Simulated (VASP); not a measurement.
# TaRu (P4/mmm) in VASP: notebook

Runs on TaRu. Level: LDA. Tasks: single point.

Everything below comes from runs of VASP 6.6.1. Logs are shortened: lines on timing, memory, paths and dates and some standing lists are left out, and cuts for length are marked.

## (1) The cell of the first run

The structure is tetragonal, space group P4/mmm (No. 123). The conventional cell has a = 2.992 Å, b = 2.992 Å, c = 3.389 Å, α = 90.00°, β = 90.00°, γ = 90.00°. Within 3.6 Å of Ta (site symmetry 4/mmm) lie 8 Ru at 2.71 Å and 6 Ta at 2.99 to 3.39 Å. Ru (site symmetry 4/mmm) has 8 Ta at 2.71 Å and 6 Ru at 2.99 to 3.39 Å within 3.6 Å.

## (2) Single point, LDA (equal xx and yy strain of -2 %)

File INCAR:

```
SYSTEM = TaRu
PREC = Accurate
ENCUT = 520
EDIFF = 1E-7
ISMEAR = -1
SIGMA = 0.05
LREAL = .False.
LASPH = .True.
NELM = 100
ALGO = Normal
ISIF = 2
LWAVE = .False.
LCHARG = .False.
GGA = CA
NBANDS = 20
```

File KPOINTS:

```
regular mesh
0
Gamma
  11 11 10
  0 0 0
```

File POSCAR:

```
TaRu
1.0
    2.9919400000      0.0000000000      0.0000000000
    0.0000000000      2.9919400000      0.0000000000
    0.0000000000      0.0000000000      3.3890000000
Ta Ru
1 1
Direct
    0.5000000000      0.5000000000      0.5000000000
    0.0000000000      0.0000000000      0.0000000000
```

Potentials or basis: VASP PAW LDA potentials, release 64 (Ta_pv, Ru_pv).

On the command line:

```bash
> cat potpaw_LDA.64/Ta_pv/POTCAR potpaw_LDA.64/Ru_pv/POTCAR > POTCAR
> mpirun -np 1 vasp_std > vasp.out
```

OUTCAR:

```text
SYSTEM = TaRu
   PREC = Accurate
   ENCUT = 520
   EDIFF = 1E-7
   ISMEAR = -1
   LREAL = .False.
   LASPH = .True.
   NELM = 100
   ISIF = 2
   GGA = CA

 ion  position               nearest neighbor table
   1  0.500  0.500  0.500-   2 2.71   2 2.71   2 2.71   2 2.71   2 2.71   2 2.71   2 2.71   2 2.71

   2  0.000  0.000  0.000-   1 2.71   1 2.71   1 2.71   1 2.71   1 2.71   1 2.71   1 2.71   1 2.71

  LATTYP: Found a simple tetragonal cell.
 ALAT       =     2.9919400000
 C/A-ratio  =     1.1327098805

  Lattice vectors:

 A1 = (   2.9919400000,   0.0000000000,   0.0000000000)
 A2 = (   0.0000000000,   2.9919400000,   0.0000000000)
 A3 = (   0.0000000000,   0.0000000000,   3.3890000000)

Analysis of symmetry for initial positions (statically):
=====================================================================
 Subroutine PRICEL returns:
 Original cell was already a primitive cell.

 Routine SETGRP: Setting up the symmetry group for a
 simple tetragonal supercell.

 Subroutine GETGRP returns: Found 16 space group operations
 (whereof 16 operations were pure point group operations)
 out of a pool of 16 trial point group operations.

The static configuration has the point symmetry D_4h.

Analysis of symmetry for dynamics (positions and initial velocities):
=====================================================================
 Subroutine PRICEL returns:
 Original cell was already a primitive cell.

 Routine SETGRP: Setting up the symmetry group for a
 simple tetragonal supercell.

 Subroutine GETGRP returns: Found 16 space group operations
 (whereof 16 operations were pure point group operations)
 out of a pool of 16 trial point group operations.

The dynamic configuration has the point symmetry D_4h.

 Subroutine INISYM returns: Found 16 space group operations
 (whereof 16 operations are pure point group operations),
 and found     1 'primitive' translations

----------------------------------------------------------------------------------------

                                     Primitive cell

  volume of cell :      30.3373

  direct lattice vectors                    reciprocal lattice vectors
     2.991940000  0.000000000  0.000000000     0.334231301  0.000000000  0.000000000
     0.000000000  2.991940000  0.000000000     0.000000000  0.334231301  0.000000000
     0.000000000  0.000000000  3.389000000     0.000000000  0.000000000  0.295072293

  length of vectors
     2.991940000  2.991940000  3.389000000     0.334231301  0.334231301  0.295072293

  position of ions in fractional coordinates (direct lattice)
     0.500000000  0.500000000  0.500000000
     0.000000000  0.000000000  0.000000000

  ion indices of the primitive-cell ions
   primitive index   ion index
                 1           1
                 2           2

----------------------------------------------------------------------------------------

 KPOINTS: regular mesh

Automatic generation of k-mesh.
 Grid dimensions read from file:
 generate k-points for:   11   11   10

 Generating k-lattice:

  Cartesian coordinates                     Fractional coordinates (reciprocal lattice)
     0.030384664  0.000000000  0.000000000     0.090909091  0.000000000  0.000000000
     0.000000000  0.030384664  0.000000000     0.000000000  0.090909091  0.000000000
     0.000000000  0.000000000  0.029507229     0.000000000  0.000000000  0.100000000

  Length of vectors
     0.030384664  0.030384664  0.029507229

  Shift w.r.t. Gamma in fractional coordinates (k-lattice)
     0.000000000  0.000000000  0.000000000

 Subroutine IBZKPT returns following result:
 ===========================================

 Found    126 irreducible k-points:

 Following reciprocal coordinates:
            Coordinates               Weight
  0.000000  0.000000  0.000000      1.000000
  0.090909  0.000000  0.000000      4.000000
  0.181818  0.000000  0.000000      4.000000
  0.272727  0.000000  0.000000      4.000000
  0.363636  0.000000  0.000000      4.000000
  0.454545  0.000000  0.000000      4.000000
[... 16 lines left out ...]
  0.090909  0.000000  0.100000      8.000000
  0.181818  0.000000  0.100000      8.000000
 [... further k-points ...]
   k-points           NKPTS =    126   k-points in BZ     NKDIM =    126   number of bands    NBANDS=     20
   number of dos      NEDOS =    301   number of ions     NIONS =      2
   total plane-waves  NPLWV =  16128
   dimension x,y,z NGX =    24 NGY =   24 NGZ =   28
   dimension x,y,z NGXF=    48 NGYF=   48 NGZF=   56
   ions per type =               1   1
   NGX,Y,Z   is equivalent  to a cutoff of  13.34, 13.34, 13.74 a.u.
   NGXF,Y,Z  is equivalent  to a cutoff of  26.67, 26.67, 27.47 a.u.
 SYSTEM =  TaRu
   PREC   = accura    normal or accurate (medium, high low for compatibility)
   ISTART =      0    job   : 0-new  1-cont  2-samecut
   ICHARG =      2    charge: 1-file 2-atom 10-const
   ISPIN  =      1    spin polarized calculation?
   LNONCOLLINEAR =      F non collinear calculations
   LSORBIT =      F    spin-orbit coupling
   LASPH  =      T    aspherical Exc in radial PAW
   ENCUT  =  520.0 eV  38.22 Ry    6.18 a.u.   5.56  5.56  6.30*2*pi/ulx,y,z
   NELM   =    100;   NELMIN=  2; NELMDL= -5     # of ELM steps
   EDIFF  = 0.1E-06   stopping-criterion for ELM
   LREAL  =      F    real-space projection
   EDIFFG = 0.1E-05   stopping-criterion for IOM
   NSW    =      0    number of steps for IOM
   IBRION =     -1    ionic relax: 0-MD 1-quasi-New 2-CG
   NFREE  =      0    steps in history (QN), initial steepest desc. (CG)
   ISIF   =      2    stress and relaxation
   ISYM   =      2    0-nonsym 1-usesym 2-fastsym
   POTIM  = 0.5000    time-step for ionic-motion
   TEBEG  =    0.0;   TEEND  =   0.0 temperature during run
   PSTRESS=    0.0 pullay stress
   NELECT =      25.0000    total number of electrons
   NUPDOWN=      -1.0000    fix difference up-down
   EMIN   =  10.00;   EMAX   =-10.00  energy-range for DOS
   EFERMI =   0.00;   METHOD = LEGACY
   ISMEAR =    -1;   SIGMA  =   0.05  broadening in eV -4-tet -1-fermi 0-gaus
   EFERMI_NEDOS =   21; number of points for ismear=-14 and -15
   IALGO  =     38    algorithm
   IMIX   =      4    mixing-type and parameters
     AMIX     =   0.40;   BMIX     =  1.00
     AMIX_MAG =   1.60;   BMIX_MAG =  1.00
  volume/ion in A,a.u.               =      15.17       102.36
  Fermi-wavevector in a.u.,A,eV,Ry     =   1.534837  2.900422 32.051599  2.355726
  Thomas-Fermi vector in A             =   2.641710
   LORBIT       =      0    0 simple, 1 ext, 2 COOP (PROOUT), +10 PAW based schemes
   GGA     = CA    functional components
   LHFCALC =     F    Hartree Fock is set to
   AEXX    =    0.0000 exact exchange contribution
   IVDW    =     0    specifies the selected vdW correction
   LEPSILON=     F    determine dielectric tensor
   LRPA    =     F    only Hartree local field effects (RPA)
 non-spin polarized calculation
  energy-cutoff  :      520.00
  volume of cell :       30.34
 maximum number of plane-waves:       836
 NGX is ok and might be reduce to    24
   NGX = 11   NGY = 11   NGZ = 13

 number of electron      24.9999999 magnetization

 Free energy of the ion-electron system (eV)
  ---------------------------------------------------
  ext. energy  EPLUGINS =         0.00000000
  ---------------------------------------------------
  free energy    TOTEN  =       -24.06819279 eV

  energy without entropy =      -24.05004342  energy(sigma->0) =      -24.05911811

 E-fermi :   9.6865     XC(G=0): -13.7117

 val. band max:        9.6862226084   @ k =   0.0909   0.0000   0.4000
 cond. band min:       9.6957922415   @ k =   0.0000   0.0000   0.5000
 fundamental gap:      0.0095696331
 Fermi energy:         9.6864507650

 k-point     1 :       0.0000    0.0000    0.0000
  band No.  band energies     occupation
      1     -33.0591      2.00000
      2     -32.9764      2.00000
      3     -32.9764      2.00000
      4     -24.8579      2.00000
      5     -24.6732      2.00000
      6     -24.6732      2.00000
[... 12 lines left out ...]
     19      19.6744      0.00000
     20      19.6744      0.00000

 k-point     2 :       0.0909    0.0000    0.0000
  band No.  band energies     occupation
      1     -33.0560      2.00000
      2     -32.9918      2.00000
      3     -32.9742      2.00000
      4     -24.8579      2.00000
      5     -24.7218      2.00000
      6     -24.6714      2.00000
[... 12 lines left out ...]
     19      18.9823      0.00000
     20      19.9332      0.00000

 k-point     3 :       0.1818    0.0000    0.0000
  band No.  band energies     occupation
      1     -33.0474      2.00000
      2     -33.0332      2.00000
      3     -32.9683      2.00000
      4     -24.8577      2.00000
      5     -24.8505      2.00000
      6     -24.6665      2.00000
[... 12 lines left out ...]
     19      19.6890      0.00000
     20      19.9334      0.00000

 k-point     4 :       0.2727    0.0000    0.0000
  band No.  band energies     occupation
      1     -33.0869      2.00000
      2     -33.0363      2.00000
      3     -32.9606      2.00000
      4     -25.0152      2.00000
      5     -24.8576      2.00000
      6     -24.6601      2.00000
[... 12 lines left out ...]
     19      19.9333      0.00000
     20      21.8986      0.00000

 k-point     5 :       0.3636    0.0000    0.0000
  band No.  band energies     occupation
      1     -33.1359      2.00000
      2     -33.0260      2.00000
      3     -32.9534      2.00000
      4     -25.1628      2.00000
      5     -24.8575      2.00000
      6     -24.6542      2.00000
[... 12 lines left out ...]
     19      19.9332      0.00000
     20      22.0882      0.00000

 k-point     6 :       0.4545    0.0000    0.0000
  band No.  band energies     occupation
      1     -33.1648      2.00000
      2     -33.0199      2.00000
      3     -32.9492      2.00000
      4     -25.2490      2.00000
      5     -24.8574      2.00000
      6     -24.6508      2.00000
[... 12 lines left out ...]
     19      19.9330      0.00000
     20      22.0876      0.00000

 k-point     7 :       0.0909    0.0909    0.0000
  band No.  band energies     occupation
      1     -33.0529      2.00000
      2     -32.9919      2.00000
      3     -32.9878      2.00000
      4     -24.8574      2.00000
      5     -24.7270      2.00000
      6     -24.7117      2.00000
[... 12 lines left out ...]
     19      19.5619      0.00000
     20      19.8748      0.00000
[... 277 lines left out ...]
 k-point    20 :       0.4545    0.3636    0.0000
  band No.  band energies     occupation
      1     -33.1671      2.00000
      2     -33.1341      2.00000
      3     -33.0009      2.00000
      4     -25.1461      2.00000
      5     -25.0553      2.00000
      6     -24.8049      2.00000
[... 12 lines left out ...]
     19      19.9318      0.00000
     20      20.8670      0.00000

 k-point    21 :       0.4545    0.4545    0.0000
  band No.  band energies     occupation
      1     -33.1681      2.00000
      2     -33.1670      2.00000
      3     -32.9975      2.00000
      4     -25.1289      2.00000
      5     -25.1250      2.00000
      6     -24.7951      2.00000
[... 12 lines left out ...]
     19      19.9316      0.00000
     20      20.6096      0.00000

 k-point    22 :       0.0000    0.0000    0.1000
  band No.  band energies     occupation
      1     -33.0621      2.00000
      2     -32.9751      2.00000
      3     -32.9751      2.00000
      4     -24.8794      2.00000
      5     -24.6748      2.00000
      6     -24.6748      2.00000
[... 12 lines left out ...]
     19      19.9328      0.00000
     20      20.4316      0.00000

 k-point    23 :       0.0909    0.0000    0.1000
  band No.  band energies     occupation
      1     -33.0595      2.00000
      2     -32.9907      2.00000
      3     -32.9730      2.00000
      4     -24.8788      2.00000
      5     -24.7220      2.00000
      6     -24.6728      2.00000
[... 12 lines left out ...]
     19      19.7419      0.00000
     20      19.9357      0.00000

 k-point    24 :       0.1818    0.0000    0.1000
  band No.  band energies     occupation
      1     -33.0536      2.00000
      2     -33.0313      2.00000
      3     -32.9672      2.00000
      4     -24.8825      2.00000
      5     -24.8418      2.00000
      6     -24.6672      2.00000
[... 12 lines left out ...]
     19      19.2489      0.00000
     20      19.9344      0.00000

 [... further k-points ...]

------------------------ aborting loop because EDIFF is reached ----------------------------------------

  FORCE on cell =-STRESS in cart. coord.  units (eV):
  Direction    XX          YY          ZZ          XY          YZ          ZX
  --------------------------------------------------------------------------------------
  -------------------------------------------------------------------------------------
  Total        0.3457422      0.3457422      0.1293336      0.0000000      0.0000000      0.0000000
  in kB       18.2593649     18.2593649      6.8303781      0.0000000      0.0000000      0.0000000
  external PRESSURE =      14.4497026 kB  Pullay stress =       0.0000000 kB

 VOLUME and BASIS-vectors are now :
 -----------------------------------------------------------------------------
  energy-cutoff  :      520.00
  volume of cell :       30.34
      direct lattice vectors                 reciprocal lattice vectors
     2.991940000  0.000000000  0.000000000     0.334231301  0.000000000  0.000000000
     0.000000000  2.991940000  0.000000000     0.000000000  0.334231301  0.000000000
     0.000000000  0.000000000  3.389000000     0.000000000  0.000000000  0.295072293

 POSITION                                       TOTAL-FORCE (eV/Angst)
 -----------------------------------------------------------------------------------
      1.49597      1.49597      1.69450         0.000000      0.000000      0.000000
      0.00000      0.00000      0.00000         0.000000      0.000000      0.000000
 -----------------------------------------------------------------------------------
    total drift:                                0.000000      0.000000     -0.000000

  FREE ENERGIE OF THE ION-ELECTRON SYSTEM (eV)
  ---------------------------------------------------
  free  energy   TOTEN  =       -24.0681927945 eV

  energy  without entropy=      -24.0500434196  energy(sigma->0) =      -24.05911811
```

Run time: 35 s. Hardware: 1 thread of Intel Xeon Platinum 8375C at 2.90GHz (Ice Lake), shared host; peak memory 0.19 GiB.

What came out:

```
Free energy : -24.0682 eV
Pressure    : 1.4 GPa
```

Stress tensor (GPa, compression positive):
```
1.83 0.00 0.00
0.00 1.83 0.00
0.00 0.00 0.68
```

Caveat: the cell differs from its parent crystal (equal xx and yy strain of -2 %); spin-orbit coupling is left out, which moves the levels of the heavy elements.

## (3) Single point, LDA (equal xx and yy strain of -1 %)

File INCAR:

```
SYSTEM = TaRu
PREC = Accurate ; ENCUT = 520
EDIFF = 1E-6 ; ISMEAR = -1
SIGMA = 0.05 ; LREAL = .FALSE.
LASPH = .TRUE. ; NELM = 60
ALGO = Normal ; ISIF = 2
LWAVE = .FALSE. ; LCHARG = .TRUE.
GGA = CA ; LELF = .TRUE.
LVHAR = .TRUE. ; NBANDS = 20
```

File KPOINTS:

```
Automatic mesh
0
G
  11 11 10
  0 0 0
```

File POSCAR:

```
TaRu
1.0
    3.0224700000      0.0000000000      0.0000000000
    0.0000000000      3.0224700000      0.0000000000
    0.0000000000      0.0000000000      3.3890000000
Ta Ru
1 1
Direct
    0.5000000000      0.5000000000      0.5000000000
    0.0000000000      0.0000000000      0.0000000000
```

Potentials or basis: VASP PAW LDA potentials, release 64 (Ta_pv, Ru_pv).

On the command line:

```bash
> cat potpaw_LDA.64/Ta_pv/POTCAR potpaw_LDA.64/Ru_pv/POTCAR > POTCAR
> mpirun -np 1 vasp_std > vasp.out
```

OUTCAR:

```text
SYSTEM = TaRu
   PREC = Accurate
   ENCUT = 520
   EDIFF = 1E-6
   ISMEAR = -1
   LREAL = .FALSE.
   LASPH = .TRUE.
   NELM = 60
   ISIF = 2
   GGA = CA

 ion  position               nearest neighbor table
   1  0.500  0.500  0.500-   2 2.73   2 2.73   2 2.73   2 2.73   2 2.73   2 2.73   2 2.73   2 2.73

   2  0.000  0.000  0.000-   1 2.73   1 2.73   1 2.73   1 2.73   1 2.73   1 2.73   1 2.73   1 2.73

  LATTYP: Found a simple tetragonal cell.
 ALAT       =     3.0224700000
 C/A-ratio  =     1.1212683666

  Lattice vectors:

 A1 = (   3.0224700000,   0.0000000000,   0.0000000000)
 A2 = (   0.0000000000,   3.0224700000,   0.0000000000)
 A3 = (   0.0000000000,   0.0000000000,   3.3890000000)

Analysis of symmetry for initial positions (statically):
=====================================================================
 Subroutine PRICEL returns:
 Original cell was already a primitive cell.

 Routine SETGRP: Setting up the symmetry group for a
 simple tetragonal supercell.

 Subroutine GETGRP returns: Found 16 space group operations
 (whereof 16 operations were pure point group operations)
[... 160 lines left out ...]
  free energy    TOTEN  =       -24.06343569 eV

  energy without entropy =      -24.04443119  energy(sigma->0) =      -24.05393344

 E-fermi :   9.4509     XC(G=0): -13.5982

 val. band max:        9.4451772732   @ k =   0.4545   0.4545   0.4000
 cond. band min:       9.4519546837   @ k =   0.3636   0.1818   0.0000
 fundamental gap:      0.0067774105
 Fermi energy:         9.4508600989

 k-point     1 :       0.0000    0.0000    0.0000
  band No.  band energies     occupation
      1     -33.2938      2.00000
      2     -33.2295      2.00000
      3     -33.2295      2.00000
      4     -25.1592      2.00000
      5     -24.9979      2.00000
      6     -24.9979      2.00000
[... 541 lines left out ...]
     19      18.8148      0.00000
     20      19.6773      0.00000

 [... further k-points ...]

------------------------ aborting loop because EDIFF is reached ----------------------------------------

  FORCE on cell =-STRESS in cart. coord.  units (eV):
  Direction    XX          YY          ZZ          XY          YZ          ZX
  --------------------------------------------------------------------------------------
  -------------------------------------------------------------------------------------
  Total       -0.8383181     -0.8383181     -0.8287781      0.0000000      0.0000000     -0.0000000
  in kB      -43.3834255    -43.3834255    -42.8897283      0.0000000      0.0000000     -0.0000000
  external PRESSURE =     -43.2188598 kB  Pullay stress =       0.0000000 kB

 VOLUME and BASIS-vectors are now :
 -----------------------------------------------------------------------------
  energy-cutoff  :      520.00
  volume of cell :       30.96
      direct lattice vectors                 reciprocal lattice vectors
     3.022470000  0.000000000  0.000000000     0.330855228  0.000000000  0.000000000
     0.000000000  3.022470000  0.000000000     0.000000000  0.330855228  0.000000000
     0.000000000  0.000000000  3.389000000     0.000000000  0.000000000  0.295072293

 POSITION                                       TOTAL-FORCE (eV/Angst)
 -----------------------------------------------------------------------------------
      1.51124      1.51124      1.69450         0.000000      0.000000      0.000000
      0.00000      0.00000      0.00000         0.000000      0.000000      0.000000
 -----------------------------------------------------------------------------------
    total drift:                                0.000000      0.000000     -0.000000

  FREE ENERGIE OF THE ION-ELECTRON SYSTEM (eV)
  ---------------------------------------------------
  free  energy   TOTEN  =       -24.0634356949 eV

  energy  without entropy=      -24.0444311885  energy(sigma->0) =      -24.05393344
```

stdout:

```text
POSCAR found type information on POSCAR TaRu
 POSCAR found :  2 types and       2 ions
 scaLAPACK will be used
 LDA part: xc-table for (Slater(with rela. corr.)+CA(PZ))
 , standard interpolation
 POSCAR, INCAR and KPOINTS ok, starting setup
 FFT: planning ... GRIDC
 FFT: planning ... GRID_SOFT
 FFT: planning ... GRID
 WAVECAR not read
 entering main loop
```

Wall time 36 s (1 thread of Intel Xeon Platinum 8375C at 2.90GHz (Ice Lake), shared host); peak memory 0.19 GiB.

Results:

| Quantity | Value |
| --- | --- |
| Free energy | -24.0634 eV |
| Pressure | -4.3 GPa |

Caveat: the cell differs from its parent crystal (equal xx and yy strain of -1 %); spin-orbit coupling is left out, which moves the levels of the heavy elements.

[end of part 1 of 2]
